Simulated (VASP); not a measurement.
# TiO2 in VASP: single point with PBE

Aim: the single point of TiO2 with PBE.

Program: VASP 6.6.1. These are calculated values, not measurements. Logs are shortened: lines on timing, memory, paths and dates and some standing lists are left out, and cuts for length are marked.

### Step 1. The cell of the first run

The cell holds a slab with vacuum, 15 atoms: a = 3.799 Å, b = 3.799 Å, c = 25.541 Å, α = 90.00°, β = 90.00°, γ = 90.00°.

### Step 2. Single point, PBE

Input file INCAR:

```
SYSTEM = TiO2
PREC     = Accurate       ! precision mode
ENCUT    = 520            ! plane-wave cutoff, eV
EDIFF    = 1E-6           ! SCF threshold, eV
ISMEAR   = 0              ! smearing method
SIGMA    = 0.05           ! smearing width, eV
LREAL    = Auto         
LASPH    = .True.         ! aspherical terms in the spheres
NELM     = 80             ! most SCF steps
ALGO     = Normal         ! electronic algorithm
ISIF     = 2              ! what is computed and relaxed
LWAVE    = .False.        ! write WAVECAR
LCHARG   = .True.         ! write CHGCAR
LDIPOL   = .True.       
IDIPOL   = 3            
DIPOL    = 0.5 0.5 0.500
GGA      = PE             ! functional
LELF     = .True.         ! ELF
LVHAR    = .True.       
LVACPOTAV= .True.       
NBANDS   = 73             ! bands
```

Input file KPOINTS:

```
Automatic mesh
0
Gamma
  7 7 1
  0 0 0
```

Input file POSCAR:

```
TiO2
1.0
    3.7992165382      0.0000000000      0.0000000000
    0.0000000000      3.7992165382      0.0000000000
    0.0000000000      0.0000000000     25.5407559876
O Ti
10 5
Direct
    0.5000000000      0.0000000000      0.2936483166
    0.0000000000      0.5000000000      0.3266834425
    0.5000000000      0.5000000000      0.3885653768
    0.0000000000      0.0000000000      0.4216005028
    0.0000000000      0.5000000000      0.4834824370
    0.5000000000      0.0000000000      0.5165175630
    0.0000000000      0.0000000000      0.5783994972
    0.5000000000      0.5000000000      0.6114346232
    0.5000000000      0.0000000000      0.6733165575
    0.0000000000      0.5000000000      0.7063516834
    0.5000000000      0.5000000000      0.3101658796
    0.0000000000      0.5000000000      0.4050829398
    0.0000000000      0.0000000000      0.5000000000
    0.5000000000      0.0000000000      0.5949170602
    0.5000000000      0.5000000000      0.6898341204
```

Potentials or basis: VASP PAW PBE potentials, release 64 (O, Ti_sv).

Launch:

```bash
cat potpaw_PBE.64/O/POTCAR potpaw_PBE.64/Ti_sv/POTCAR > POTCAR
mpirun -np 1 vasp_std > vasp.out
```

OUTCAR:

```text
SYSTEM = TiO2
   PREC = Accurate
   ENCUT = 520
   EDIFF = 1E-6
   ISMEAR = 0
   LREAL = Auto
   LASPH = .True.
   NELM = 80
   ISIF = 2
   GGA = PE

 ion  position               nearest neighbor table
   1  0.500  0.000  0.294-  11 1.95  11 1.95
   2  0.000  0.500  0.327-  11 1.95  11 1.95  12 2.00
   3  0.500  0.500  0.389-  12 1.95  12 1.95  11 2.00
   4  0.000  0.000  0.422-  12 1.95  12 1.95  13 2.00
   5  0.000  0.500  0.483-  13 1.95  13 1.95  12 2.00
   6  0.500  0.000  0.517-  13 1.95  13 1.95  14 2.00
   7  0.000  0.000  0.578-  14 1.95  14 1.95  13 2.00
   8  0.500  0.500  0.611-  14 1.95  14 1.95  15 2.00
   9  0.500  0.000  0.673-  15 1.95  15 1.95  14 2.00
  10  0.000  0.500  0.706-  15 1.95  15 1.95
  11  0.500  0.500  0.310-   2 1.95   2 1.95   1 1.95   1 1.95   3 2.00
  12  0.000  0.500  0.405-   4 1.95   4 1.95   3 1.95   3 1.95   5 2.00   2 2.00
  13  0.000  0.000  0.500-   5 1.95   6 1.95   5 1.95   6 1.95   4 2.00   7 2.00
  14  0.500  0.000  0.595-   7 1.95   7 1.95   8 1.95   8 1.95   6 2.00   9 2.00
  15  0.500  0.500  0.690-   9 1.95   9 1.95  10 1.95  10 1.95   8 2.00

  LATTYP: Found a simple tetragonal cell.
 ALAT       =     3.7992165382
 C/A-ratio  =     6.7226376098

  Lattice vectors:

 A1 = (   3.7992165382,   0.0000000000,   0.0000000000)
 A2 = (   0.0000000000,   3.7992165382,   0.0000000000)
 A3 = (   0.0000000000,   0.0000000000,  25.5407559876)

Analysis of symmetry for initial positions (statically):
=====================================================================
 Subroutine PRICEL returns:
 Original cell was already a primitive cell.

 Routine SETGRP: Setting up the symmetry group for a
 simple tetragonal supercell.

 Subroutine GETGRP returns: Found  8 space group operations
 (whereof  8 operations were pure point group operations)
 out of a pool of 16 trial point group operations.

The static configuration has the point symmetry D_2d.

Analysis of symmetry for dynamics (positions and initial velocities):
=====================================================================
 Subroutine PRICEL returns:
 Original cell was already a primitive cell.

 Routine SETGRP: Setting up the symmetry group for a
 simple tetragonal supercell.

 Subroutine GETGRP returns: Found  8 space group operations
 (whereof  8 operations were pure point group operations)
 out of a pool of 16 trial point group operations.
[... 131 lines left out ...]
     AMIX     =   0.40;   BMIX     =  1.00
     AMIX_MAG =   1.60;   BMIX_MAG =  1.00
  volume/ion in A,a.u.               =      24.58       165.85
  Fermi-wavevector in a.u.,A,eV,Ry     =   1.126146  2.128107 17.254969  1.268204
  Thomas-Fermi vector in A             =   2.262826
   LORBIT       =      0    0 simple, 1 ext, 2 COOP (PROOUT), +10 PAW based schemes
   GGA     = PE    functional components
   LHFCALC =     F    Hartree Fock is set to
   AEXX    =    0.0000 exact exchange contribution
   IVDW    =     0    specifies the selected vdW correction
   LEPSILON=     F    determine dielectric tensor
   LRPA    =     F    only Hartree local field effects (RPA)
 non-spin polarized calculation
 Gauss-broadening in eV      SIGMA  =   0.05
  energy-cutoff  :      520.00
  volume of cell :      368.66
 maximum number of plane-waves:      9959
   NGX = 15   NGY = 15   NGZ = 95

 dipolmoment           0.000000      0.000000      0.000000 electrons x Angstroem

 number of electron     119.9999974 magnetization

 dipolmoment           0.000000      0.000000     -0.000000 electrons x Angstroem

 Free energy of the ion-electron system (eV)
  ---------------------------------------------------
  ext. energy  EPLUGINS =         0.00000000
  ---------------------------------------------------
  free energy    TOTEN  =      -132.73397553 eV

  energy without entropy =     -132.73397553  energy(sigma->0) =     -132.73397553

 E-fermi :  -1.1025     XC(G=0):  -5.5742

 val. band max:       -1.3403687543   @ k =   0.4286   0.4286   0.0000
 cond. band min:       0.2397049161   @ k =   0.0000   0.0000   0.0000
 fundamental gap:      1.5800736704
 Fermi energy:        -1.1024887411

 k-point     1 :       0.0000    0.0000    0.0000
  band No.  band energies     occupation
      1     -58.3880      2.00000
      2     -58.3642      2.00000
      3     -58.3506      2.00000
      4     -58.2396      2.00000
      5     -58.2396      2.00000
      6     -34.7920      2.00000
[... 739 lines left out ...]
     71       2.5559      0.00000
     72       2.5844      0.00000
 [bands above 72 left out]

------------------------ aborting loop because EDIFF is reached ----------------------------------------

  FORCE on cell =-STRESS in cart. coord.  units (eV):
  Direction    XX          YY          ZZ          XY          YZ          ZX
  --------------------------------------------------------------------------------------
  -------------------------------------------------------------------------------------
  Total       -6.7505273     -6.7505273     -2.4255116      0.0000000      0.0000000      0.0000000
  in kB      -29.3377251    -29.3377251    -10.5412496      0.0000000      0.0000000      0.0000000
  external PRESSURE =     -23.0722333 kB  Pullay stress =       0.0000000 kB

 VOLUME and BASIS-vectors are now :
 -----------------------------------------------------------------------------
  energy-cutoff  :      520.00
  volume of cell :      368.66
      direct lattice vectors                 reciprocal lattice vectors
     3.799216538  0.000000000  0.000000000     0.263212162  0.000000000  0.000000000
     0.000000000  3.799216538  0.000000000     0.000000000  0.263212162  0.000000000
     0.000000000  0.000000000 25.540755988     0.000000000  0.000000000  0.039153109

 POSITION                                       TOTAL-FORCE (eV/Angst)
 -----------------------------------------------------------------------------------
      1.89961      0.00000      7.50000         0.000000     -0.000000     -0.539312
      0.00000      1.89961      8.34374         0.000000     -0.000000     -0.157514
      1.89961      1.89961      9.92425         0.000000     -0.000000     -0.541698
      0.00000      0.00000     10.76800         0.000000     -0.000000      0.077010
      0.00000      1.89961     12.34851         0.000000     -0.000000     -0.006919
      1.89961      0.00000     13.19225         0.000000     -0.000000      0.006919
      0.00000      0.00000     14.77276         0.000000     -0.000000     -0.077010
      1.89961      1.89961     15.61650        -0.000000      0.000000      0.541698
      1.89961      0.00000     17.19701         0.000000     -0.000000      0.157514
      0.00000      1.89961     18.04076         0.000000     -0.000000      0.539312
      1.89961      1.89961      7.92187        -0.000000      0.000000      1.361891
      0.00000      1.89961     10.34612         0.000000     -0.000000     -0.229572
      0.00000      0.00000     12.77038         0.000000      0.000000      0.000000
      1.89961      0.00000     15.19463        -0.000000     -0.000000      0.229572
      1.89961      1.89961     17.61888         0.000000     -0.000000     -1.361891
 -----------------------------------------------------------------------------------
    total drift:                                0.000000      0.000000      0.000000

  FREE ENERGIE OF THE ION-ELECTRON SYSTEM (eV)
  ---------------------------------------------------
  free  energy   TOTEN  =      -132.7339755257 eV

  energy  without entropy=     -132.7339755257  energy(sigma->0) =     -132.73397553

 vacuum level on the upper side and lower side of the slab         4.499         4.499
```

Wall time 19 min (1 thread of Intel Xeon 8259CL, shared host); peak memory 0.47 GiB.

Results:

| Quantity | Value |
| --- | --- |
| Free energy | -132.7340 eV |
| Largest force | 1.362 eV/Å |
| Band gap on the k mesh | 1.58 eV (least direct gap 2.03 eV) |

Forces on the atoms (eV/Å):
```
O    0.000  0.000 -0.539
O    0.000  0.000 -0.158
O    0.000  0.000 -0.542
O    0.000  0.000  0.077
O    0.000  0.000 -0.007
O    0.000  0.000  0.007
O    0.000  0.000 -0.077
O    0.000  0.000  0.542
O    0.000  0.000  0.158
O    0.000  0.000  0.539
Ti   0.000  0.000  1.362
Ti   0.000  0.000 -0.230
Ti   0.000  0.000  0.000
Ti   0.000  0.000  0.230
Ti   0.000  0.000 -1.362
```
